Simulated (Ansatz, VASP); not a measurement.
**PbSe in VASP and in Ansatz**

```xyz
4
Lattice="0.0000 12.0008 3.1254 3.1182 0.0000 3.1254 3.1182 12.0008 0.0000" Properties=species:S:1:pos:R:3 pbc="T T T"
Pb    3.1182    4.6259    3.1129
Pb    3.1182   19.3757    3.1129
Se    3.1182   16.5472    3.0317
Se    3.1182    7.4544    3.0317
```

Alike in both runs: task single point; functional PBE; k mesh 8 × 8 × 8; occupations gaussian, width 0.05 eV; no spin polarisation.

```csv
,VASP,Ansatz
version,VASP 6.6.1,Ansatz 0.2.0
potentials or method,"VASP PAW PBE potentials, release 64 (Pb_d, Se), cutoff 520 eV","scalar-relativistic, plane waves, PAW"
valence electrons in the cell,40,60
```

|  | VASP | Ansatz | Ansatz less VASP |
| --- | --- | --- | --- |
| gap on the k mesh at the Fermi level (eV) | 1.55 | 1.55 | 0.000 |
| pressure (GPa) | 0.0 | 0.0 | 0.00 |
| rms of the force components (eV/Å) | 0.014 | 0.014 | -0.0003 |

Atom by atom the forces differ by 0.004 eV/Å (rms over components). The functional is the same, so the differences come from potentials, cutoffs and numerics. VASP's potentials hold 40 valence electrons a cell and Ansatz's 60, so a difference there can come from the potentials and not from the codes.

Spin-orbit coupling is off throughout.
